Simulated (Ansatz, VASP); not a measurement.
**LuBeSi4 in VASP and in Ansatz**

File INCAR:

```
SYSTEM = LuBeSi4
ALGO = Normal
EDIFF = 1E-6
ENCUT = 520
GGA = PE
ISIF = 2
ISMEAR = 0
LASPH = .TRUE.
LCHARG = .FALSE.
LREAL = .FALSE.
LWAVE = .FALSE.
NBANDS = 30
NELM = 100
PREC = Accurate
SIGMA = 0.1
```

Contents of KPOINTS:

```
k-points
0
G
  6 6 2
  0 0 0
```

Contents of POSCAR:

```
LuBeSi4
1.0
    3.0442046900      0.0000000000      0.0000000000
   -1.5221023500      2.6363586000      0.0000000000
    0.0000000000      0.0000000000     11.5148671400
Lu Be Si
1 1 4
Direct
    0.0000000000      0.0000000000      0.0000000000
    0.0000000000      0.0000000000      0.5000000000
    0.6666666700      0.3333333300      0.8719140300
    0.6666666700      0.3333333300      0.3771010000
    0.3333333300      0.6666666700      0.6228990000
    0.3333333300      0.6666666700      0.1280859700
```

Input for Ansatz:

```yaml
crystal:
  lattice:
    - [3.04420469, 0.0, 0.0]
    - [-1.52210235, 2.6363586, 0.0]
    - [0.0, 0.0, 11.51486714]
  atoms:
    - { symbol: Lu, position: [0.0, 0.0, 0.0] }
    - { symbol: Be, position: [0.0, 0.0, 0.5] }
    - { symbol: Si, position: [0.66666667, 0.33333333, 0.87191403] }
    - { symbol: Si, position: [0.66666667, 0.33333333, 0.377101] }
    - { symbol: Si, position: [0.33333333, 0.66666667, 0.622899] }
    - { symbol: Si, position: [0.33333333, 0.66666667, 0.12808597] }
basis:
  ecutwfc: 420
kpoints:
  mp_grid: { grid: [6, 6, 2] }
hamiltonian:
  xc: pbe
scf:
  occupations: { method: gaussian, width: 0.1 }
  lower_state_search: "off"
output:
  forces: true
  stress: true
  eigenvalues: true
```

Change from the starting cell: species swapped into the TaTiTe4 type (P-3m1, No. 164).

Alike in both runs: task single point; functional PBE; k mesh 6 × 6 × 2; occupations gaussian, width 0.1 eV; no spin polarisation.

|  | VASP | Ansatz |
| --- | --- | --- |
| version | VASP 6.6.1 | Ansatz 0.2.0 |
| potentials or method | VASP PAW PBE potentials, release 64 (Lu, Be, Si), cutoff 520 eV | scalar-relativistic, plane waves, PAW |
| valence electrons in the cell | 43 | 43 |

Ansatz gave:

| Item | Value |
| --- | --- |
| gap on the k mesh at the Fermi level (eV) | none |
| rms of the force components (eV/Å) | 2.938 |

Task: What did VASP give for the same quantities?

Result: gap on the k mesh at the Fermi level (eV): none; rms of the force components (eV/Å): 2.984.

Atom by atom the forces differ by 0.047 eV/Å (rms over components). A gap of «none» marks a metal or a gap that the smearing closes.

The k mesh is coarse, so the values compare programs but aren't converged. Neither program's run includes spin-orbit coupling.
